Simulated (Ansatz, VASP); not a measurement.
## Two plane-wave programs on MgO

```xyz
2
Lattice="0.0000 2.1449 2.1449 2.1449 0.0000 2.1449 2.1449 2.1449 0.0000" Properties=species:S:1:pos:R:3 pbc="T T T"
Mg    0.0000    0.0000    0.0856
O     2.1449    2.1449    2.0148
```

Change from the starting cell: mode 6 frozen in at -0.129 Å, equal normal strain along x, y and z +0.0083.

Alike in both runs: task single point; functional PBE; k mesh 10 × 10 × 10; occupations gaussian, width 0.05 eV; no spin polarisation.

```csv
,VASP,Ansatz
version,VASP 6.6.1,Ansatz 0.2.0
potentials or method,"VASP PAW PBE potentials, release 64 (Mg_sv, O), cutoff 840 eV","scalar-relativistic, plane waves, PAW"
valence electrons in the cell,16,16
```

```csv
,VASP,Ansatz,Ansatz less VASP
gap on the k mesh at the Fermi level (eV),4.22,4.23,+0.006
least direct gap on the mesh (eV),4.22,4.23,+0.006
pressure (GPa),0.4,0.5,+0.03
"traceless stress, the component that is largest in VASP (GPa)",9.45,9.35,-0.105
rms of the force components (eV/Å),0.727,0.714,-0.0134
```

Atom by atom the forces differ by 0.013 eV/Å (rms over components).
